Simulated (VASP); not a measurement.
# CuSi12 (P-62m) in VASP: a series of runs

The runs below take CuSi12 through single point, with PBE+D3(BJ).

All numbers are computed with VASP 6.6.1; they aren't measurements. Logs are shortened: lines on timing, memory, paths and dates and some standing lists are left out, and cuts for length are marked.

## 1. The cell of the first run

The structure is hexagonal, space group P-62m (No. 189). The conventional cell has a = 6.652 Å, b = 6.652 Å, c = 6.340 Å, α = 90.00°, β = 90.00°, γ = 120.00°. Si (site symmetry m) has 4 Si at 2.36 Å and 1 Cu at 2.96 Å within 3.1 Å. Within 3.1 Å of Si (site symmetry m) lie 4 Si at 2.36 to 2.38 Å and 1 Cu at 2.53 Å. Cu (site symmetry -62m) has 12 Si at 2.53 to 2.96 Å within 3.3 Å.

## 2. Single point, PBE+D3(BJ)

INCAR reads:

```
PREC     = Accurate       # precision mode
ENCUT    = 520            # plane-wave cutoff, eV
EDIFF    = 1E-6           # SCF threshold, eV
ISMEAR   = 0              # smearing method
SIGMA    = 0.1            # smearing width, eV
LREAL    = F              # projectors in reciprocal space
LASPH    = T              # aspherical terms in the spheres
NELM     = 80             # most SCF steps
ALGO     = Normal         # electronic algorithm
ISIF     = 2              # what is computed and relaxed
LWAVE    = F              # write WAVECAR
LCHARG   = T              # write CHGCAR
GGA      = PE             # functional
IVDW     = 12             # dispersion correction
LELF     = T              # ELF
LVHAR    = T            
NBANDS   = 42             # bands
```

KPOINTS reads:

```
Automatic mesh
0
Gamma
  3 3 4
```

POSCAR reads:

```
CuSi12
1.0
    6.6522238472     -0.0000000029      0.0000000000
   -3.3261119211      5.7609948448      0.0000000000
    0.0000000000      0.0000000000      6.3396373591
Si Cu
12 1
Direct
    0.6703305212      0.6703305212      0.6864259530
    0.3296694788      0.0000000000      0.6864259530
    0.0000000000      0.3296694788      0.6864259530
    0.0000000000      0.6636118073      0.8122897899
    0.6636118073      0.0000000000      0.8122897899
    0.3363881927      0.3363881927      0.8122897899
    0.0000000000      0.6636118073      0.1877102101
    0.6636118073      0.0000000000      0.1877102101
    0.3363881927      0.3363881927      0.1877102101
    0.6703305212      0.6703305212      0.3135740470
    0.3296694788      0.0000000000      0.3135740470
    0.0000000000      0.3296694788      0.3135740470
    0.0000000000      0.0000000000      0.0000000000
```

Potentials or basis: VASP PAW PBE potentials, release 64 (Si, Cu).

Launch:

```bash
cat potpaw_PBE.64/Si/POTCAR potpaw_PBE.64/Cu/POTCAR > POTCAR
mpirun -np 1 vasp_std > vasp.out
```

OUTCAR:

```text
PREC = Accurate
   ENCUT = 520
   EDIFF = 1E-6
   ISMEAR = 0
   LREAL = F
   LASPH = T
   NELM = 80
   ISIF = 2
   GGA = PE
   IVDW = 12
 IVDW          = 12

 ion  position               nearest neighbor table
   1  0.670  0.670  0.686-   4 2.36   5 2.36   6 2.36  10 2.36  13 2.96
   2  0.330  0.000  0.686-   4 2.36   6 2.36   5 2.36  11 2.36  13 2.96
   3  0.000  0.330  0.686-   6 2.36   5 2.36   4 2.36  12 2.36  13 2.96
   4  0.000  0.664  0.812-   1 2.36   2 2.36   3 2.36   7 2.38  13 2.53
   5  0.664  0.000  0.812-   3 2.36   1 2.36   2 2.36   8 2.38  13 2.53
   6  0.336  0.336  0.812-   3 2.36   2 2.36   1 2.36   9 2.38  13 2.53
   7  0.000  0.664  0.188-  10 2.36  11 2.36  12 2.36   4 2.38  13 2.53
   8  0.664  0.000  0.188-  12 2.36  10 2.36  11 2.36   5 2.38  13 2.53
   9  0.336  0.336  0.188-  12 2.36  11 2.36  10 2.36   6 2.38  13 2.53
  10  0.670  0.670  0.314-   7 2.36   8 2.36   9 2.36   1 2.36  13 2.96
  11  0.330  0.000  0.314-   7 2.36   9 2.36   8 2.36   2 2.36  13 2.96
  12  0.000  0.330  0.314-   9 2.36   8 2.36   7 2.36   3 2.36  13 2.96
  13  0.000  0.000  0.000-   5 2.53   8 2.53   6 2.53   9 2.53   4 2.53   7 2.53   2 2.96  11 2.96
                            10 2.96   1 2.96   3 2.96  12 2.96

  LATTYP: Found a hexagonal cell.
 ALAT       =     6.6522238472
 C/A-ratio  =     0.9530102271

  Lattice vectors:

 A1 = (   6.6522238472,  -0.0000000029,   0.0000000000)
 A2 = (  -3.3261119211,   5.7609948448,   0.0000000000)
 A3 = (   0.0000000000,   0.0000000000,   6.3396373591)

Analysis of symmetry for initial positions (statically):
=====================================================================
 Subroutine PRICEL returns:
 Original cell was already a primitive cell.

 Routine SETGRP: Setting up the symmetry group for a
 hexagonal supercell.

 Subroutine GETGRP returns: Found 12 space group operations
 (whereof 12 operations were pure point group operations)
 out of a pool of 24 trial point group operations.

The static configuration has the point symmetry D_3h.

Analysis of symmetry for dynamics (positions and initial velocities):
=====================================================================
 Subroutine PRICEL returns:
 Original cell was already a primitive cell.

 Routine SETGRP: Setting up the symmetry group for a
 hexagonal supercell.

 Subroutine GETGRP returns: Found 12 space group operations
 (whereof 12 operations were pure point group operations)
 out of a pool of 24 trial point group operations.

The dynamic configuration has the point symmetry D_3h.

 Subroutine INISYM returns: Found 12 space group operations
 (whereof 12 operations are pure point group operations),
 and found     1 'primitive' translations

----------------------------------------------------------------------------------------

                                     Primitive cell

  volume of cell :     242.9566

  direct lattice vectors                    reciprocal lattice vectors
     6.652223847 -0.000000003  0.000000000     0.150325669  0.086790565  0.000000000
    -3.326111921  5.760994845  0.000000000     0.000000000  0.173581131  0.000000000
     0.000000000  0.000000000  6.339637359     0.000000000  0.000000000  0.157737729

  length of vectors
     6.652223847  6.652223847  6.339637359     0.173581131  0.173581131  0.157737729

  position of ions in fractional coordinates (direct lattice)
     0.670330521  0.670330521  0.686425953
     0.329669479  0.000000000  0.686425953
     0.000000000  0.329669479  0.686425953
     0.000000000  0.663611807  0.812289790
     0.663611807  0.000000000  0.812289790
     0.336388193  0.336388193  0.812289790
     0.000000000  0.663611807  0.187710210
     0.663611807  0.000000000  0.187710210
     0.336388193  0.336388193  0.187710210
     0.670330521  0.670330521  0.313574047
     0.329669479  0.000000000  0.313574047
     0.000000000  0.329669479  0.313574047
     0.000000000  0.000000000  0.000000000

  ion indices of the primitive-cell ions
   primitive index   ion index
                 1           1
                 2           2
                 3           3
                 4           4
                 5           5
                 6           6
                 7           7
                 8           8
                 9           9
                10          10
                11          11
                12          12
                13          13

----------------------------------------------------------------------------------------

 KPOINTS: Automatic mesh

Automatic generation of k-mesh.
 Grid dimensions read from file:
 generate k-points for:    3    3    4

 Generating k-lattice:

  Cartesian coordinates                     Fractional coordinates (reciprocal lattice)
     0.050108556  0.028930188  0.000000000     0.333333333  0.000000000  0.000000000
     0.000000000  0.057860377  0.000000000     0.000000000  0.333333333  0.000000000
     0.000000000  0.000000000  0.039434432     0.000000000  0.000000000  0.250000000

  Length of vectors
     0.057860377  0.057860377  0.039434432

  Shift w.r.t. Gamma in fractional coordinates (k-lattice)
     0.000000000  0.000000000  0.000000000

 Subroutine IBZKPT returns following result:
 ===========================================

 Found      9 irreducible k-points:

 Following reciprocal coordinates:
            Coordinates               Weight
  0.000000  0.000000  0.000000      1.000000
  0.333333 -0.000000  0.000000      6.000000
  0.333333  0.333333  0.000000      2.000000
  0.000000  0.000000  0.250000      2.000000
  0.333333 -0.000000  0.250000     12.000000
  0.333333  0.333333  0.250000      4.000000
  0.000000  0.000000  0.500000      1.000000
  0.333333 -0.000000  0.500000      6.000000
  0.333333  0.333333  0.500000      2.000000
   k-points           NKPTS =      9   k-points in BZ     NKDIM =      9   number of bands    NBANDS=     42
   number of dos      NEDOS =    301   number of ions     NIONS =     13
   total plane-waves  NPLWV = 120000
   dimension x,y,z NGX =    50 NGY =   50 NGZ =   48
   dimension x,y,z NGXF=   100 NGYF=  100 NGZF=   96
   ions per type =              12   1
   NGX,Y,Z   is equivalent  to a cutoff of  12.50, 12.50, 12.59 a.u.
   NGXF,Y,Z  is equivalent  to a cutoff of  24.99, 24.99, 25.17 a.u.
 SYSTEM =  unknown system
   PREC   = accura    normal or accurate (medium, high low for compatibility)
   ISTART =      0    job   : 0-new  1-cont  2-samecut
   ICHARG =      2    charge: 1-file 2-atom 10-const
   ISPIN  =      1    spin polarized calculation?
   LNONCOLLINEAR =      F non collinear calculations
   LSORBIT =      F    spin-orbit coupling
   LASPH  =      T    aspherical Exc in radial PAW
   ENCUT  =  520.0 eV  38.22 Ry    6.18 a.u.  12.37 12.37 11.79*2*pi/ulx,y,z
   NELM   =     80;   NELMIN=  2; NELMDL= -5     # of ELM steps
   EDIFF  = 0.1E-05   stopping-criterion for ELM
   LREAL  =      F    real-space projection
   EDIFFG = 0.1E-04   stopping-criterion for IOM
   NSW    =      0    number of steps for IOM
   IBRION =     -1    ionic relax: 0-MD 1-quasi-New 2-CG
   NFREE  =      0    steps in history (QN), initial steepest desc. (CG)
   ISIF   =      2    stress and relaxation
   ISYM   =      2    0-nonsym 1-usesym 2-fastsym
   POTIM  = 0.5000    time-step for ionic-motion
   TEBEG  =    0.0;   TEEND  =   0.0 temperature during run
   PSTRESS=    0.0 pullay stress
   NELECT =      59.0000    total number of electrons
   NUPDOWN=      -1.0000    fix difference up-down
   EMIN   =  10.00;   EMAX   =-10.00  energy-range for DOS
   EFERMI =   0.00;   METHOD = LEGACY
   ISMEAR =     0;   SIGMA  =   0.10  broadening in eV -4-tet -1-fermi 0-gaus
   EFERMI_NEDOS =   21; number of points for ismear=-14 and -15
   IALGO  =     38    algorithm
   IMIX   =      4    mixing-type and parameters
     AMIX     =   0.40;   BMIX     =  1.00
     AMIX_MAG =   1.60;   BMIX_MAG =  1.00
  volume/ion in A,a.u.               =      18.69       126.12
  Fermi-wavevector in a.u.,A,eV,Ry     =   1.021369  1.930107 14.193519  1.043194
  Thomas-Fermi vector in A             =   2.154990
   LORBIT       =      0    0 simple, 1 ext, 2 COOP (PROOUT), +10 PAW based schemes
   GGA     = PE    functional components
   LHFCALC =     F    Hartree Fock is set to
   AEXX    =    0.0000 exact exchange contribution
   IVDW    =    12    specifies the selected vdW correction
   LEPSILON=     F    determine dielectric tensor
   LRPA    =     F    only Hartree local field effects (RPA)
 non-spin polarized calculation
 Gauss-broadening in eV      SIGMA  =   0.10
  energy-cutoff  :      520.00
  volume of cell :      242.96
 maximum number of plane-waves:      6588
 NGX is ok and might be reduce to    50
   NGX = 25   NGY = 25   NGZ = 23

 number of electron      59.0000011 magnetization

 Free energy of the ion-electron system (eV)
  ---------------------------------------------------
  ext. energy  EPLUGINS =         0.00000000
  ---------------------------------------------------
  free energy    TOTEN  =       -67.15211728 eV

  energy without entropy =      -67.11713892  energy(sigma->0) =      -67.13462810

 E-fermi :   7.1374     XC(G=0):  -9.7385

 val. band max:        7.1212807597   @ k =   0.3333  -0.0000   0.5000
 cond. band min:       7.1437913728   @ k =   0.0000   0.0000   0.2500
 fundamental gap:      0.0225106131
 Fermi energy:         7.1373668024

 k-point     1 :       0.0000    0.0000    0.0000
  band No.  band energies     occupation
      1      -5.9057      2.00000
      2      -3.5240      2.00000
      3      -2.8385      2.00000
      4      -2.8385      2.00000
      5      -2.5702      2.00000
      6      -2.5702      2.00000
[... 385 lines left out ...]
     40       9.1366      0.00000
     41       9.1366      0.00000
 [bands above 41 left out]

------------------------ aborting loop because EDIFF is reached ----------------------------------------

 Edisp (eV)   -4.35422

 E8    (eV) :    -1.8031

  FORCE on cell =-STRESS in cart. coord.  units (eV):
  Direction    XX          YY          ZZ          XY          YZ          ZX
  --------------------------------------------------------------------------------------
  -------------------------------------------------------------------------------------
  Total      -0.03584    -0.03584    -0.17545     0.00000    -0.00000     0.00000
  in kB      -0.23633    -0.23633    -1.15704     0.00000    -0.00000     0.00000
  external pressure =       -0.54 kB  Pullay stress =        0.00 kB

 VOLUME and BASIS-vectors are now :
 -----------------------------------------------------------------------------
  energy-cutoff  :      520.00
  volume of cell :      242.96
      direct lattice vectors                 reciprocal lattice vectors
     6.652223847 -0.000000003  0.000000000     0.150325669  0.086790565  0.000000000
    -3.326111921  5.760994845  0.000000000     0.000000000  0.173581131  0.000000000
     0.000000000  0.000000000  6.339637359     0.000000000  0.000000000  0.157737729

 POSITION                                       TOTAL-FORCE (eV/Angst)
 -----------------------------------------------------------------------------------
      2.22959      3.86177      4.35169         0.002496      0.004324     -0.004610
      2.19304     -0.00000      4.35169        -0.004992      0.000000     -0.004610
     -1.09652      1.89922      4.35169         0.002496     -0.004324     -0.004610
     -2.20725      3.82306      5.14962         0.004428     -0.007670     -0.014945
      4.41449     -0.00000      5.14962        -0.008857      0.000000     -0.014945
      1.11886      1.93793      5.14962         0.004428      0.007670     -0.014945
     -2.20725      3.82306      1.19001         0.004428     -0.007670      0.014945
      4.41449     -0.00000      1.19001        -0.008857      0.000000      0.014945
      1.11886      1.93793      1.19001         0.004428      0.007670      0.014945
      2.22959      3.86177      1.98795         0.002496      0.004324      0.004610
      2.19304     -0.00000      1.98795        -0.004992      0.000000      0.004610
     -1.09652      1.89922      1.98795         0.002496     -0.004324      0.004610
      0.00000      0.00000      0.00000         0.000000      0.000000     -0.000000
 -----------------------------------------------------------------------------------
    total drift:                               -0.000002     -0.000004      0.000001

  FREE ENERGIE OF THE ION-ELECTRON SYSTEM (eV)
  ---------------------------------------------------
  free  energy   TOTEN  =       -71.5063415884 eV

  energy  without entropy=      -71.4713632369  energy(sigma->0) =      -71.48885241
```

It took 2.4 min on 1 thread of Intel Xeon Platinum 8259CL at 2.50GHz (Skylake/Cascade Lake), shared host; peak memory 0.38 GiB.

Results:

| Item | Value |
| --- | --- |
| Free energy | -71.5063 eV |
| Pressure | -0.1 GPa |
| Largest force | 0.017 eV/Å |
| Band gap on the k mesh | zero (an odd number of electrons rules out a gap without spin polarisation) |
| Dispersion energy per atom | -0.335 eV |

Forces on the atoms (eV/Å):
```
Si   0.002  0.004 -0.005
Si  -0.005  0.000 -0.005
Si   0.002 -0.004 -0.005
Si   0.004 -0.008 -0.015
Si  -0.009  0.000 -0.015
Si   0.004  0.008 -0.015
Si   0.004 -0.008  0.015
Si  -0.009  0.000  0.015
Si   0.004  0.008  0.015
Si   0.002  0.004  0.005
Si  -0.005  0.000  0.005
Si   0.002 -0.004  0.005
Cu   0.000  0.000  0.000
```

Stress tensor (GPa, compression positive):
```
-0.02  0.00  0.00
 0.00 -0.02  0.00
 0.00  0.00 -0.12
```

Caveat: the k points lie up to 0.36 Å⁻¹ apart, too coarse for converged energies and pressures of a metal.

(Part 1 of 2 ends here.)

The gap in the log of VASP goes by the Fermi energy; the results here count the filled bands.